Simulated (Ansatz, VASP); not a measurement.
Two plane-wave programs on P

```
P
1.0
     3.32300    0.00000    0.00000
     0.00000   35.26951    0.00000
     0.00000    0.00000    4.23725
P
4
Direct
  0.00000 0.96973 0.57573
  0.00000 0.03027 0.42427
  0.50000 0.03027 0.07573
  0.50000 0.96973 0.92427
```

Alike in both runs: task single point; functional PBEsol; k mesh 8 × 1 × 6; occupations gaussian, width 0.02 eV; no spin polarisation.

|  | VASP | Ansatz |
| --- | --- | --- |
| version | VASP 6.6.1 | Ansatz 0.2.0 |
| potentials or method | VASP PAW PBE potentials, release 64 (P), cutoff 520 eV | scalar-relativistic, plane waves, PAW |
| valence electrons in the cell | 20 | 20 |

VASP gave:

* gap on the k mesh at the Fermi level (eV): 0.52
* least direct gap on the mesh (eV): 0.52
* rms of the force components (eV/Å): 0.014

**Question.** Which values does Ansatz return?

**Answer.** gap on the k mesh at the Fermi level (eV): 0.50; least direct gap on the mesh (eV): 0.50; rms of the force components (eV/Å): 0.000.

VASP's potentials were made for PBE, not for PBEsol. Atom by atom the forces differ by 0.014 eV/Å (rms over components).
